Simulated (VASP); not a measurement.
# AlN (Pm) in VASP: notebook

Runs on AlN. Level: PBE. Tasks: single point.

Program: VASP 6.6.1. These are calculated values, not measurements. Logs are shortened: lines on timing, memory, paths and dates and some standing lists are left out, and cuts for length are marked.

## 1. The cell of the first run

Symmetry: Pm, No. 6, monoclinic system. Conventional cell: a = 3.313 Å, b = 4.187 Å, c = 5.739 Å, α = 90.00°, β = 90.00°, γ = 90.00°. Al (site symmetry m) has 2 N at 1.49 to 1.89 Å within 2.0 Å. Al (site symmetry m) has 5 N at 1.91 to 2.09 Å within 2.5 Å. Within 2.5 Å of Al (site symmetry m) lie 5 N at 1.91 to 2.09 Å. Within 2.6 Å of Al (site symmetry m) lie 5 N at 1.91 to 2.09 Å and 2 Al at 2.57 Å. Within 2.5 Å of N (site symmetry m) lie 5 Al at 1.91 to 2.19 Å. Within 2.5 Å of N (site symmetry m) lie 5 Al at 1.91 to 2.09 Å. N (site symmetry m) has 5 Al at 1.89 to 2.53 Å within 2.6 Å. N (site symmetry m) has 3 Al at 1.49 to 1.91 Å within 2.0 Å.

## 2. Single point, PBE (atom 1 (Al) moved by -0.630 Å along [1 0 0] and +0.126 Å along [1 2 0])

INCAR

```
PREC = Accurate ; ENCUT = 520
EDIFF = 1E-7 ; ISMEAR = 0
SIGMA = 0.05 ; LREAL = F
LASPH = T ; NELM = 100
ALGO = Normal ; ISIF = 2
LWAVE = F ; LCHARG = T
GGA = PE ; LELF = T
LVHAR = T ; NBANDS = 26
```

KPOINTS

```
regular mesh
0
Gamma
  8 6 4
```

POSCAR

```
AlN
1.0
   -1.6567491617      2.8695737234      0.0000000000
    0.0000000000      0.0000000000      4.1874629526
    4.9702474850      2.8695737234      0.0000000000
Al N
4 4
Direct
    0.6279974092      0.7500000000      0.0825782182
    0.0000000000      0.7500000000      0.6666666667
    0.0000000000      0.2500000000      0.3333333333
    0.5000000000      0.2500000000      0.8333333333
    0.5000000000      0.2500000000      0.1666666667
    0.0000000000      0.2500000000      0.6666666667
    0.0000000000      0.7500000000      0.3333333333
    0.5000000000      0.7500000000      0.8333333333
```

Potentials or basis: VASP PAW PBE potentials, release 64 (Al, N).

Command:

```bash
> cat potpaw_PBE.64/Al/POTCAR potpaw_PBE.64/N/POTCAR > POTCAR
> mpirun -np 1 vasp_std > vasp.out
```

OUTCAR:

```text
PREC = Accurate
   ENCUT = 520
   EDIFF = 1E-7
   ISMEAR = 0
   LREAL = F
   LASPH = T
   NELM = 100
   ISIF = 2
   GGA = PE

 ion  position               nearest neighbor table
   1  0.628  0.750  0.083-   8 1.49   7 1.89   5 2.19   5 2.19   7 2.53   4 2.57   4 2.57   2 2.69
                             3 2.82   3 2.82   2 3.17   3 3.28   3 3.28
   2  0.000  0.750  0.667-   8 1.91   8 1.91   7 1.91   6 2.09   6 2.09   1 2.69   4 2.84   4 2.84
                             4 2.84   4 2.84   3 2.84   3 2.84   1 3.17
   3  0.000  0.250  0.333-   5 1.91   5 1.91   6 1.91   7 2.09   7 2.09   1 2.82   1 2.82   2 2.84
                             2 2.84   1 3.28   1 3.28   4 3.31   4 3.31   4 3.31   4 3.31
   4  0.500  0.250  0.833-   6 1.91   6 1.91   5 1.91   8 2.09   8 2.09   1 2.57   1 2.57   2 2.84
                             2 2.84   2 2.84   2 2.84   3 3.31   3 3.31   3 3.31   3 3.31
   5  0.500  0.250  0.167-   3 1.91   3 1.91   4 1.91   1 2.19   1 2.19
   6  0.000  0.250  0.667-   4 1.91   4 1.91   3 1.91   2 2.09   2 2.09
   7  0.000  0.750  0.333-   1 1.89   2 1.91   3 2.09   3 2.09   1 2.53
   8  0.500  0.750  0.833-   1 1.49   2 1.91   2 1.91   4 2.09   4 2.09

  LATTYP: Found a simple orthorhombic cell.
 ALAT       =     3.3134983233
 B/A-ratio  =     1.2637588868
 C/A-ratio  =     1.7320508076

  Lattice vectors:

 A1 = (  -1.6567491617,   2.8695737234,   0.0000000000)
 A2 = (   0.0000000000,   0.0000000000,   4.1874629526)
 A3 = (   4.9702474850,   2.8695737234,   0.0000000000)

Analysis of symmetry for initial positions (statically):
=====================================================================
 Subroutine PRICEL returns:
 Original cell was already a primitive cell.

 Routine SETGRP: Setting up the symmetry group for a
 simple orthorhombic supercell.

 Subroutine GETGRP returns: Found  2 space group operations
 (whereof  1 operations were pure point group operations)
 out of a pool of  8 trial point group operations.

The static configuration has the point symmetry C_1 .
 The point group associated with its full space group is C_1h.

Analysis of symmetry for dynamics (positions and initial velocities):
=====================================================================
 Subroutine PRICEL returns:
 Original cell was already a primitive cell.

 Routine SETGRP: Setting up the symmetry group for a
 simple orthorhombic supercell.

 Subroutine GETGRP returns: Found  2 space group operations
 (whereof  1 operations were pure point group operations)
 out of a pool of  8 trial point group operations.

The dynamic configuration has the point symmetry C_1 .
 The point group associated with its full space group is C_1h.

 Subroutine INISYM returns: Found  2 space group operations
 (whereof  1 operations are pure point group operations),
 and found     1 'primitive' translations

----------------------------------------------------------------------------------------

                                     Primitive cell

  volume of cell :      79.6315

  direct lattice vectors                    reciprocal lattice vectors
    -1.656749162  2.869573723  0.000000000    -0.150897919  0.261362862  0.000000000
     0.000000000  0.000000000  4.187462953     0.000000000  0.000000000  0.238808083
     4.970247485  2.869573723  0.000000000     0.150897919  0.087120954  0.000000000

  length of vectors
     3.313498323  4.187462953  5.739147447     0.301795837  0.238808083  0.174241908

  position of ions in fractional coordinates (direct lattice)
     0.627997409  0.750000000  0.082578218
     0.000000000  0.750000000  0.666666667
     0.000000000  0.250000000  0.333333333
     0.500000000  0.250000000  0.833333333
     0.500000000  0.250000000  0.166666667
     0.000000000  0.250000000  0.666666667
     0.000000000  0.750000000  0.333333333
     0.500000000  0.750000000  0.833333333

  ion indices of the primitive-cell ions
   primitive index   ion index
                 1           1
                 2           2
                 3           3
                 4           4
                 5           5
                 6           6
                 7           7
                 8           8

----------------------------------------------------------------------------------------

 KPOINTS: regular mesh

Automatic generation of k-mesh.
 Grid dimensions read from file:
 generate k-points for:    8    6    4

 Generating k-lattice:

  Cartesian coordinates                     Fractional coordinates (reciprocal lattice)
    -0.018862240  0.032670358  0.000000000     0.125000000  0.000000000  0.000000000
     0.000000000  0.000000000  0.039801347     0.000000000  0.166666667  0.000000000
     0.037724480  0.021780238  0.000000000     0.000000000  0.000000000  0.250000000

  Length of vectors
     0.037724480  0.039801347  0.043560477

  Shift w.r.t. Gamma in fractional coordinates (k-lattice)
     0.000000000  0.000000000  0.000000000

 Subroutine IBZKPT returns following result:
 ===========================================

 Found     72 irreducible k-points:

 Following reciprocal coordinates:
            Coordinates               Weight
  0.000000  0.000000  0.000000      1.000000
  0.125000  0.000000 -0.000000      2.000000
  0.250000  0.000000 -0.000000      2.000000
  0.375000  0.000000 -0.000000      2.000000
  0.500000  0.000000 -0.000000      1.000000
  0.000000  0.166667  0.000000      2.000000
[... 16 lines left out ...]
  0.125000  0.000000 -0.250000      2.000000
  0.250000  0.000000  0.250000      2.000000
 [... further k-points ...]
   k-points           NKPTS =     72   k-points in BZ     NKDIM =     72   number of bands    NBANDS=     26
   number of dos      NEDOS =    301   number of ions     NIONS =      8
   total plane-waves  NPLWV =  43008
   dimension x,y,z NGX =    28 NGY =   32 NGZ =   48
   dimension x,y,z NGXF=    56 NGYF=   64 NGZF=   96
   ions per type =               4   4
   NGX,Y,Z   is equivalent  to a cutoff of  14.05, 12.70, 13.90 a.u.
   NGXF,Y,Z  is equivalent  to a cutoff of  28.10, 25.41, 27.81 a.u.
 SYSTEM =  unknown system
   PREC   = accura    normal or accurate (medium, high low for compatibility)
   ISTART =      0    job   : 0-new  1-cont  2-samecut
   ICHARG =      2    charge: 1-file 2-atom 10-const
   ISPIN  =      1    spin polarized calculation?
   LNONCOLLINEAR =      F non collinear calculations
   LSORBIT =      F    spin-orbit coupling
   LASPH  =      T    aspherical Exc in radial PAW
   ENCUT  =  520.0 eV  38.22 Ry    6.18 a.u.   6.16  7.79 10.67*2*pi/ulx,y,z
   NELM   =    100;   NELMIN=  2; NELMDL= -5     # of ELM steps
   EDIFF  = 0.1E-06   stopping-criterion for ELM
   LREAL  =      F    real-space projection
   EDIFFG = 0.1E-05   stopping-criterion for IOM
   NSW    =      0    number of steps for IOM
   IBRION =     -1    ionic relax: 0-MD 1-quasi-New 2-CG
   NFREE  =      0    steps in history (QN), initial steepest desc. (CG)
   ISIF   =      2    stress and relaxation
   ISYM   =      2    0-nonsym 1-usesym 2-fastsym
   POTIM  = 0.5000    time-step for ionic-motion
   TEBEG  =    0.0;   TEEND  =   0.0 temperature during run
   PSTRESS=    0.0 pullay stress
   NELECT =      32.0000    total number of electrons
   NUPDOWN=      -1.0000    fix difference up-down
   EMIN   =  10.00;   EMAX   =-10.00  energy-range for DOS
   EFERMI =   0.00;   METHOD = LEGACY
   ISMEAR =     0;   SIGMA  =   0.05  broadening in eV -4-tet -1-fermi 0-gaus
   EFERMI_NEDOS =   21; number of points for ismear=-14 and -15
   IALGO  =     38    algorithm
   IMIX   =      4    mixing-type and parameters
     AMIX     =   0.40;   BMIX     =  1.00
     AMIX_MAG =   1.60;   BMIX_MAG =  1.00
  volume/ion in A,a.u.               =       9.95        67.17
  Fermi-wavevector in a.u.,A,eV,Ry     =   1.208082  2.282944 19.857191  1.459462
  Thomas-Fermi vector in A             =   2.343701
   LORBIT       =      0    0 simple, 1 ext, 2 COOP (PROOUT), +10 PAW based schemes
   GGA     = PE    functional components
   LHFCALC =     F    Hartree Fock is set to
   AEXX    =    0.0000 exact exchange contribution
   IVDW    =     0    specifies the selected vdW correction
   LEPSILON=     F    determine dielectric tensor
   LRPA    =     F    only Hartree local field effects (RPA)
 non-spin polarized calculation
 Gauss-broadening in eV      SIGMA  =   0.05
  energy-cutoff  :      520.00
  volume of cell :       79.63
 maximum number of plane-waves:      2174
 NGX is ok and might be reduce to    28
   NGX = 13   NGY = 15   NGZ = 21

 number of electron      31.9999993 magnetization

 Free energy of the ion-electron system (eV)
  ---------------------------------------------------
  ext. energy  EPLUGINS =         0.00000000
  ---------------------------------------------------
  free energy    TOTEN  =       -54.69956783 eV

  energy without entropy =      -54.69956783  energy(sigma->0) =      -54.69956783

 E-fermi :   8.4215     XC(G=0): -11.1533

 val. band max:        8.1805578448   @ k =   0.0000   0.0000   0.5000
 cond. band min:       9.9055359038   @ k =   0.0000   0.0000   0.0000
 fundamental gap:      1.7249780590
 Fermi energy:         8.4214586674

 k-point     1 :       0.0000    0.0000    0.0000
  band No.  band energies     occupation
      1      -9.5409      2.00000
      2      -6.7967      2.00000
      3      -6.4767      2.00000
      4      -4.5651      2.00000
      5       0.5214      2.00000
      6       1.3046      2.00000
[... 18 lines left out ...]
     25      16.9102      0.00000
     26      18.3594      0.00000

 k-point     2 :       0.1250    0.0000   -0.0000
  band No.  band energies     occupation
      1      -9.4230      2.00000
      2      -6.7504      2.00000
      3      -6.4393      2.00000
      4      -4.5698      2.00000
      5       0.6580      2.00000
      6       1.1960      2.00000
[... 18 lines left out ...]
     25      17.6361      0.00000
[... 608 lines left out ...]
     25      17.2155      0.00000
     26      17.7041      0.00000

 k-point    24 :       0.2500    0.0000    0.2500
  band No.  band energies     occupation
      1      -9.0338      2.00000
      2      -6.9871      2.00000
      3      -6.1386      2.00000
      4      -4.5655      2.00000
      5       1.0089      2.00000
      6       1.1339      2.00000
[... 18 lines left out ...]
     25      17.3084      0.00000
     26      18.0857      0.00000

 [... further k-points ...]
[... 5 lines left out ...]
  --------------------------------------------------------------------------------------
  -------------------------------------------------------------------------------------
  Total        9.2801538     10.5782285      0.6774264     10.0985009      0.0000000      0.0000000
  in kB      186.7156150    212.8327275     13.6297408    203.1806636      0.0000000      0.0000000
  external PRESSURE =     137.7260278 kB  Pullay stress =       0.0000000 kB

 VOLUME and BASIS-vectors are now :
 -----------------------------------------------------------------------------
  energy-cutoff  :      520.00
  volume of cell :       79.63
      direct lattice vectors                 reciprocal lattice vectors
    -1.656749162  2.869573723  0.000000000    -0.150897919  0.261362862  0.000000000
     0.000000000  0.000000000  4.187462953     0.000000000  0.000000000  0.238808083
     4.970247485  2.869573723  0.000000000     0.150897919  0.087120954  0.000000000

 POSITION                                       TOTAL-FORCE (eV/Angst)
 -----------------------------------------------------------------------------------
     -0.63000      2.03905      3.14060        15.231729     10.677452      0.000000
      3.31350      1.91305      3.14060        -2.873698     -1.266362      0.000000
      1.65675      0.95652      1.04687        -0.611156      0.094095      0.000000
      3.31350      3.82610      1.04687         0.048606     -0.597935      0.000000
      0.00000      1.91305      1.04687        -2.372762     -0.206605      0.000000
      3.31350      1.91305      1.04687         0.891260      0.576017      0.000000
      1.65675      0.95652      3.14060        -0.471404      0.013459      0.000000
      3.31350      3.82610      3.14060        -9.842575     -9.290121      0.000000
 -----------------------------------------------------------------------------------
    total drift:                                0.000157     -0.000014      0.000000

  FREE ENERGIE OF THE ION-ELECTRON SYSTEM (eV)
  ---------------------------------------------------
  free  energy   TOTEN  =       -54.6995678320 eV

  energy  without entropy=      -54.6995678320  energy(sigma->0) =      -54.69956783
```

Wall time 90 s (1 thread of AMD EPYC 9R45 (Zen 5), shared host); peak memory 0.23 GiB.

What came out:

| Item | Value |
| --- | --- |
| Free energy | -54.6996 eV |
| Pressure | 13.8 GPa |
| Largest force | 18.601 eV/Å |
| Band gap on the k mesh | 1.72 eV (least direct gap 1.78 eV) |

Forces in eV/Å, atoms in the order of the input:
```
Al  15.232 10.677  0.000
Al  -2.874 -1.266  0.000
Al  -0.611  0.094  0.000
Al   0.049 -0.598  0.000
N   -2.373 -0.207  0.000
N    0.891  0.576  0.000
N   -0.471  0.013  0.000
N   -9.843 -9.290  0.000
```

Caveat: the cell differs from its parent crystal (atom 1 (Al) moved by -0.630 Å along [1 0 0] and +0.126 Å along [1 2 0]); the cell stands under pressure; forces of over 1 eV/Å act on the atoms, so gaps and moduli don't describe the material at rest. A k mesh can miss the band edges.

(Part 1 of 2 ends here.)
